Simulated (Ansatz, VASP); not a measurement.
GaSb3: VASP beside Ansatz

Contents of INCAR:

```
SYSTEM = GaSb3
ALGO = Normal ; EDIFF = 1E-7
ENCUT = 520 ; GGA = PS
ISIF = 2 ; ISMEAR = 0
LASPH = .TRUE. ; LCHARG = .FALSE.
LREAL = .FALSE. ; LWAVE = .FALSE.
NBANDS = 22 ; NELM = 80
PREC = Accurate ; SIGMA = 0.15
```

The input KPOINTS:

```
k-points
0
G
  10 10 10
  0 0 0
```

Contents of POSCAR:

```
GaSb3
1.0
    0.0000000000      3.5806575782      3.5806575782
    3.5806575782      0.0000000000      3.5806575782
    3.5806575782      3.5806575782      0.0000000000
Ga Sb
1 3
Direct
    0.0000000000      0.0000000000      0.0000000000
    0.2500000000      0.2500000000      0.2500000000
    0.7500000000      0.7500000000      0.7500000000
    0.5000000000      0.5000000000      0.5000000000
```

Input for Ansatz:

```yaml
crystal:
  lattice:
    - [0.0, 3.5806575782, 3.5806575782]
    - [3.5806575782, 0.0, 3.5806575782]
    - [3.5806575782, 3.5806575782, 0.0]
  atoms:
    - { symbol: Ga, position: [0.0, 0.0, 0.0] }
    - { symbol: Sb, position: [0.25, 0.25, 0.25] }
    - { symbol: Sb, position: [0.75, 0.75, 0.75] }
    - { symbol: Sb, position: [0.5, 0.5, 0.5] }
basis:
  ecutwfc: 420
kpoints:
  mp_grid: { grid: [10, 10, 10] }
hamiltonian:
  xc: pbesol
  pseudopotentials: { kind: paw, azcp: { folder: soft_1 } }
scf:
  occupations: { method: gaussian, width: 0.15 }
output:
  forces: true
  stress: true
  eigenvalues: true
```

Alike in both runs: task single point; functional PBEsol; k mesh 10 × 10 × 10; occupations gaussian, width 0.15 eV; no spin polarisation.

```csv
,VASP,Ansatz
version,VASP 6.6.1,Ansatz 0.2.0
potentials or method,"VASP PAW PBE potentials, release 64 (Ga_d, Sb), cutoff 520 eV","scalar-relativistic, plane waves, PAW"
valence electrons in the cell,28,58
```

```csv
,VASP,Ansatz,Ansatz less VASP
gap on the k mesh at the Fermi level (eV),none,none,-
pressure (GPa),4.1,4.0,-0.08
```

VASP's potentials were made for PBE, not for PBEsol, and Ansatz warns of the same on its side. A gap of «none» marks a metal or a gap that the smearing closes. VASP's potentials hold 28 valence electrons a cell and Ansatz's 58, so a difference there can come from the potentials and not from the codes.

Spin-orbit coupling is off throughout.
